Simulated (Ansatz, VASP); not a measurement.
## CaO: VASP beside Ansatz

```xyz
2
Lattice="0.0000 2.4036 2.4036 2.4036 0.0000 2.4036 2.4036 2.4036 0.0000" Properties=species:S:1:pos:R:3 pbc="T T T"
Ca    0.0000    0.0000    0.0000
O     2.4036    2.4036    2.4036
```

Alike in both runs: task relaxation of cell and atoms; functional HF; k mesh 5 × 5 × 5; occupations fermi-dirac, width 0.05 eV; no spin polarisation.

|  | VASP | Ansatz |
| --- | --- | --- |
| version | VASP 6.6.1 | Ansatz 0.2.0 |
| potentials or method | VASP PAW PBE potentials, release 64 (Ca_sv, O) | Ansatz PAW |
| plane-wave cutoff (eV) | 600 | 420 |
| valence electrons in the cell | 16 | 16 |

Ansatz gave:

- gap on the k mesh at the Fermi level, each at its own relaxed structure (eV): 14.16
- relaxed volume (Å³/atom): 14.33
- relaxed length of the cell vector where the two differ most in proportion (Å): 3.435

**Question.** What did VASP give for the same quantities?

**Answer.** gap on the k mesh at the Fermi level, each at its own relaxed structure (eV): 14.21; relaxed volume (Å³/atom): 14.39; relaxed length of the cell vector where the two differ most in proportion (Å): 3.440.

VASP's potentials were made for PBE, not for HF.

The k mesh is coarse, so the values compare programs but aren't converged. Noted on Ansatz's run: odd divisions of the mesh miss points on the zone boundary, where band edges often lie, so the gap on the mesh can be too wide; the plane-wave basis is chosen anew once the cell has moved, so the energies of steps on either side of that aren't comparable.
